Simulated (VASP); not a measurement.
A run of VASP 6.6.1:

INCAR

```
SYSTEM = Ag
ALGO = Fast ; EDIFF = 1E-7
ENCUT = 520 ; GGA = PS
ISIF = 2 ; ISMEAR = 0
LASPH = .True. ; LCHARG = .True.
LELF = .True. ; LREAL = .False.
LVHAR = .True. ; LWAVE = .False.
NBANDS = 18 ; NELM = 80
PREC = Accurate ; SIGMA = 0.15
```

KPOINTS

```
k-points
0
Gamma
  18 18 10
  0 0 0
```

The input POSCAR:

```
Ag
1.0
    2.9299980804      0.0000000000      0.0000000000
   -1.4649990402      2.5374527707      0.0000000000
    0.0000000000      0.0000000000      4.7900000000
Ag
2
Direct
    0.2889975328      0.5779950655      0.2030271399
    0.6666666667      0.3333333333      0.7500000000
```

Potentials or basis: VASP PAW PBE potentials, release 64 (Ag).

The run is started by

```bash
$ cat potpaw_PBE.64/Ag/POTCAR > POTCAR
$ mpirun -np 1 vasp_std > vasp.out
```

Hardware: 1 thread of Intel(R) Xeon(R) 6975P-C (Granite Rapids), with other jobs on the host.

Task: How long does it take, and how much memory?

Result: Wall time 2.8 min on 1 thread of Intel(R) Xeon(R) 6975P-C (Granite Rapids) (shared host), peak memory 0.53 GiB. Counts: scf iterations 15, k points 866.
